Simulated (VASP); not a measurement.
## Ti: single point with PBE

The system is Ti, in a box.

```
CELL_PARAMETERS angstrom
10.00000 0.00000 0.00000
0.00000 10.00000 0.00000
0.00000 0.00000 10.00000
ATOMIC_POSITIONS crystal
Ti 0.00000 0.00000 0.00000
```

* Program: VASP 6.6.1
* Task: single point
* Functional: PBE
* Potentials or basis: VASP PAW PBE potentials, release 64 (Ti_sv)
* Cutoff: 400 eV
* k mesh: 1 × 1 × 1
* Occupations: fermi-dirac, width 0.1 eV
* Spin: collinear spin
* Starting moments: [2.0] μB

| Item | Value |
| --- | --- |
| Gap between the frontier levels | 0.06 eV |
| Net moment | 3.24 μB per cell |
| Site moments | Ti +2.16 μB |
| Valence electrons inside the program's atomic spheres | Ti 10.18 |

Levels at points of the mesh, in eV from the valence-band top:
Spin up:
```
           k point  band 8  band 9  band 10  band 11  band 12  band 13
(0.00, 0.00, 0.00)    0.00    0.00     0.00     1.83     1.83     1.83
```
Spin down:
| k point | band 1 | band 2 | band 3 | band 4 | band 5 | band 6 | band 7 | band 8 |
| --- | --- | --- | --- | --- | --- | --- | --- | --- |
| (0.00, 0.00, 0.00) | -55.64 | -31.98 | -31.98 | -31.98 | 0.06 | 1.88 | 1.88 | 1.90 |

Wall time 56 s on 1 thread of AMD EPYC 9R45 96-Core Processor (Zen 5), with other jobs on the host, peak memory 0.84 GiB.
